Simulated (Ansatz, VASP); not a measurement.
Ca: VASP beside Ansatz

The input INCAR:

```
SYSTEM = Ca
ALGO = Normal
EDIFF = 1E-6
ENCUT = 520
GGA = PE
ISIF = 2
ISMEAR = -1
LASPH = .True.
LCHARG = .False.
LREAL = .False.
LWAVE = .False.
NBANDS = 17
NELM = 80
PREC = Accurate
SIGMA = 0.05
```

The input KPOINTS:

```
k-points
0
Gamma
  12 12 12
  0 0 0
```

File POSCAR:

```
Ca
1.0
   -3.3550059606      3.3550059606      1.8163483468
    3.3550059606     -3.3550059606      1.8163483468
    3.3550059606      3.3550059606     -1.8163483468
Ca
2
Direct
   -0.3750000000     -0.1250000000     -0.2500000000
    0.3750000000      0.1250000000      0.2500000000
```

Input for Ansatz:

```yaml
crystal:
  lattice:
    - [-3.3550059606, 3.3550059606, 1.8163483468]
    - [3.3550059606, -3.3550059606, 1.8163483468]
    - [3.3550059606, 3.3550059606, -1.8163483468]
  atoms:
    - { symbol: Ca, position: [-0.375, -0.125, -0.25] }
    - { symbol: Ca, position: [0.375, 0.125, 0.25] }
kpoints:
  mp_grid: { grid: [12, 12, 12] }
scf:
  occupations: { method: fermi_dirac, width: 0.05 }
hamiltonian:
  xc: pbe
  pseudopotentials: { kind: paw }
output:
  forces: true
  stress: true
  eigenvalues: true
  populations: true
```

Change from the starting cell: volume scaled by 0.95, PAW files.

Alike in both runs: task single point; functional PBE; k mesh 12 × 12 × 12; occupations fermi-dirac, width 0.05 eV; no spin polarisation.

|  | VASP | Ansatz |
| --- | --- | --- |
| version | VASP 6.6.1 | Ansatz 0.2.0 |
| potentials or method | VASP PAW PBE potentials, release 64 (Ca_sv) | PAW with Ansatz's default frozen-core files, scalar-relativistic |
| plane-wave cutoff (eV) | 520 | 420 |
| valence electrons in the cell | 20 | 20 |

|  | VASP | Ansatz | Ansatz less VASP |
| --- | --- | --- | --- |
| pressure (GPa) | 0.7 | 0.7 | -0.01 |
